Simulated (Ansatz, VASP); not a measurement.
One calculation of SnPb3S4, two programs

```
CELL_PARAMETERS angstrom
5.97322 0.00000 0.00000
0.00000 5.97322 0.00000
0.00000 0.00000 5.97322
ATOMIC_POSITIONS crystal
Sn 0.00000 0.00000 0.00000
Pb 0.50000 0.50000 0.00000
Pb 0.00000 0.50000 0.50000
Pb 0.50000 0.00000 0.50000
S 0.00000 0.00000 0.50000
S 0.50000 0.00000 0.00000
S 0.00000 0.50000 0.00000
S 0.50000 0.50000 0.50000
```

Alike in both runs: task single point; functional PBE; k mesh 4 × 4 × 4; occupations gaussian, width 0.1 eV; no spin polarisation.

|  | VASP | Ansatz |
| --- | --- | --- |
| version | VASP 6.6.1 | Ansatz 0.2.0 |
| potentials or method | VASP PAW PBE potentials, release 64 (Sn_d, Pb_d, S), cutoff 520 eV | scalar-relativistic, plane waves, PAW |
| valence electrons in the cell | 80 | 80 |

VASP gave:

```
gap on the k mesh at the Fermi level (eV) : none
pressure (GPa)                            : 0.0
```

**Question.** What did Ansatz give for the same quantities?

**Answer.** gap on the k mesh at the Fermi level (eV): none; pressure (GPa): 0.1.

A gap of «none» marks a metal or a gap that the smearing closes.

Neither program's run includes spin-orbit coupling.
